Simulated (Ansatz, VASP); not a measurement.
KBr: VASP beside Ansatz

INCAR

```
SYSTEM = KBr
PREC = Accurate
ENCUT = 520
EDIFF = 1E-6
ISMEAR = 0
SIGMA = 0.01
LREAL = .False.
LASPH = .True.
NELM = 60
ALGO = Normal
ISIF = 2
LWAVE = .False.
LCHARG = .True.
GGA = PE
LELF = .True.
LVHAR = .True.
NBANDS = 15
```

File KPOINTS:

```
regular mesh
0
Gamma
  6 6 6
  0 0 0
```

File POSCAR:

```
KBr
1.0
    4.0391634790      0.0000000000      0.0000000000
    0.0000000000      4.0391634790      0.0000000000
    0.0000000000      0.0000000000      4.0391634790
K Br
1 1
Direct
    0.0000000000      0.0000000000      0.0000000000
    0.5000000000      0.5000000000      0.5000000000
```

Input for Ansatz:

```yaml
crystal:
  lattice:
    - [4.039163479, 0.0, 0.0]
    - [0.0, 4.039163479, 0.0]
    - [0.0, 0.0, 4.039163479]
  atoms:
    - { symbol: K, position: [0.0, 0.0, 0.0] }
    - { symbol: Br, position: [0.5, 0.5, 0.5] }
kpoints:
  mp_grid: { grid: [6, 6, 6] }
hamiltonian:
  xc: pbe
scf:
  occupations: { method: fixed }
  n_extra_bands: 4
output:
  forces: true
  stress: true
  eigenvalues: true
```

Alike in both runs: task single point; functional PBE; k mesh 6 × 6 × 6; no spin polarisation.

|  | VASP | Ansatz |
| --- | --- | --- |
| version | VASP 6.6.1 | Ansatz 0.2.0 |
| potentials or method | VASP PAW PBE potentials, release 64 (K_sv, Br) | plane waves, PAW |
| plane-wave cutoff (eV) | 520 | 420 |
| occupations | gaussian, width 0.01 eV | fixed |
| valence electrons in the cell | 16 | 16 |

```csv
,VASP,Ansatz,Ansatz less VASP
gap on the k mesh at the Fermi level (eV),3.87,3.87,+0.001
pressure (GPa),0.0,0.0,-0.04
```
